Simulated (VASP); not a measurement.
Here is a VASP 6.6.1 calculation.

Contents of INCAR:

```
SYSTEM = SrTiO3
PREC = Accurate
ENCUT = 520
EDIFF = 1E-7
ISMEAR = 0
SIGMA = 0.05
LREAL = .FALSE.
LASPH = .TRUE.
NELM = 150
ALGO = Normal
ISIF = 2
LWAVE = .FALSE.
LCHARG = .FALSE.
LMAXMIX = 4
LDAU = .TRUE.
LDAUTYPE = 2
LDAUL = -1 2 -1
LDAUU = 0 4 0
LDAUJ = 0 0 0
LDAUPRINT = 1
GGA = PE
NBANDS = 51
```

File KPOINTS:

```
Automatic mesh
0
G
  6 6 6
  0 0 0
```

File POSCAR:

```
SrTiO3
1.0
   -2.6101976276      2.6101976276      3.6924515886
    2.6101976276     -2.6101976276      3.6924515886
    2.6101976276      2.6101976276     -3.6924515886
Sr Ti O
2 2 6
Direct
    0.7500000000      0.2500000000      0.5000000000
    0.2500000000      0.7500000000      0.5000000000
    0.0000000000      0.0000000000      0.0000000000
    0.5000000000      0.5000000000      0.0000000000
    0.2500000000      0.2500000000      0.0000000000
    0.7500000000      0.7500000000      0.0000000000
    0.7451000000      0.2451000000      0.9902000000
    0.2451000000      0.2549000000      0.5000000000
    0.2549000000      0.7549000000      0.0098000000
    0.7549000000      0.7451000000      0.5000000000
```

Potentials or basis: VASP PAW PBE potentials, release 64 (Sr_sv, Ti_sv, O).

Launch:

```bash
$ cat potpaw_PBE.64/Sr_sv/POTCAR potpaw_PBE.64/Ti_sv/POTCAR potpaw_PBE.64/O/POTCAR > POTCAR
$ mpirun -np 1 vasp_std > vasp.out
```

**Question.** Predict the band gap on the k mesh.

**Answer.** 2.73 eV.

**Question.** What does it give for the pressure?

**Answer.** 57.0 GPa.

**Question.** Estimate the largest force.

**Answer.** 0.064 eV/Å.

Eigenvalues of the final occupation matrices:
```csv
site,spin,trace,eigenvalues
site 3 d,1,0.96,0.12 0.12 0.12 0.30 0.31
site 3 d,2,0.96,0.12 0.12 0.12 0.30 0.31
site 4 d,1,0.96,0.12 0.12 0.12 0.30 0.31
site 4 d,2,0.96,0.12 0.12 0.12 0.30 0.31
```

Caveat: the cell stands under pressure. A k mesh can miss the band edges.
